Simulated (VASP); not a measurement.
Set up this calculation in VASP 6.6.1, as the native input.

```
Task                   : relaxation of cell and atoms
Functional             : PBE
Potentials or basis    : VASP PAW PBE potentials, release 64 (Nb_sv, As)
Cutoff                 : 600 eV
k mesh                 : 4 × 4 × 4
Occupations            : gaussian, width 0.1 eV
Spin                   : no spin polarisation
Dipole correction      : no
Further INCAR settings : ALGO = Normal; EDIFF = 1e-07; IBRION = 2; EDIFFG = -0.04; NSW = 90; ISIF = 3
```

The structure of Nb3As4 lies in POSCAR:

```
Nb3As4
1.0
    5.3510992200      0.0000000000      0.0000000000
    0.0000000000      5.3510992200      0.0000000000
    0.0000000000      0.0000000000      5.3510992200
Nb As
3 4
Direct
    0.0000000000      0.0000000000      0.5000000000
    0.5000000000      0.0000000000      0.0000000000
    0.0000000000      0.5000000000      0.0000000000
    0.7206873300      0.7206873300      0.7206873300
    0.2793126700      0.2793126700      0.7206873300
    0.2793126700      0.7206873300      0.2793126700
    0.7206873300      0.2793126700      0.2793126700
```

The cell was built from a structure type or drawn by symmetry, and may not be a known phase.

One way to write it, as run:

INCAR

```
SYSTEM = Nb3As4
  ALGO = Normal
  EDIFF = 1E-7
  EDIFFG = -0.04
  ENCUT = 600
  GGA = PE
  IBRION = 2
  ISIF = 3
  ISMEAR = 0
  LASPH = .TRUE.
  LCHARG = .FALSE.
  LREAL = .FALSE.
  LWAVE = .FALSE.
  NELM = 100
  NSW = 90
  PREC = Accurate
  SIGMA = 0.1
```

KPOINTS

```
k-points
0
G
  4 4 4
  0 0 0
```

Potentials or basis: VASP PAW PBE potentials, release 64 (Nb_sv, As).

Command:

```console
$ cat potpaw_PBE.64/Nb_sv/POTCAR potpaw_PBE.64/As/POTCAR > POTCAR
$ mpirun -np 1 vasp_std > vasp.out
```

It gave:

```
Relaxed volume                        : 24.06 Å³/atom
Relaxed cell                          : a = 5.523 Å, b = 5.523 Å, c = 5.523 Å, α = 90.00°, β = 90.00°, γ = 90.00°
Space group after relaxing (to 0.1 Å) : P-43m (No. 215)
Energy gained by relaxing             : 82.7 meV/atom
Ionic steps                           : 4
Pressure after relaxing               : 0.0 GPa
Largest force after relaxing          : 0.006 eV/Å
Band gap on the k mesh                : zero (an odd number of electrons rules out a gap without spin polarisation)
```

Wall time 3.7 min on 1 thread of Intel(R) Xeon(R) 6975P-C (Granite Rapids) (shared host), peak memory 0.36 GiB.
